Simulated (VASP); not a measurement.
## Ir: single point with LDA

Crystal: Ir.

```xyz
2
Lattice="0.0000 2.7015 2.7015 2.7015 0.0000 2.7015 2.7015 2.7015 0.0000" Properties=species:S:1:pos:R:3 pbc="T T T"
Ir    0.6754    0.6754    0.6754
Ir    4.7277    4.7277    4.7277
```

This cell differs from its parent crystal: volume scaled by 0.96.

```yaml
Program: VASP 6.6.1
Task: single point
Functional: LDA
Potentials_or_basis: VASP PAW LDA potentials, release 64 (Ir)
Cutoff: 520 eV
k_mesh: 11 × 11 × 11
Occupations: fermi-dirac, width 0.1 eV
Spin: no spin polarisation
```

The pressure is 9.6 GPa. The band gap on the k mesh is zero (band 9 reaches 7.26 eV, above the bottom of band 10 at 5.61 eV).

Levels at points of the mesh, in eV from the Fermi level:
| k point | band 5 | band 6 | band 7 | band 8 | band 9 | band 10 | band 11 | band 12 | band 13 | band 14 |
| --- | --- | --- | --- | --- | --- | --- | --- | --- | --- | --- |
| (0.00, 0.00, 0.00) | -5.14 | -5.14 | -1.95 | -1.95 | -1.95 | 1.01 | 1.01 | 11.22 | 11.25 | 12.77 |

It took 19 s on 1 thread of AMD EPYC 9R45 96-Core Processor (Zen 5), on a shared host, peak memory 0.13 GiB.

Caveat: spin-orbit coupling is left out, which moves the levels of the heavy elements.
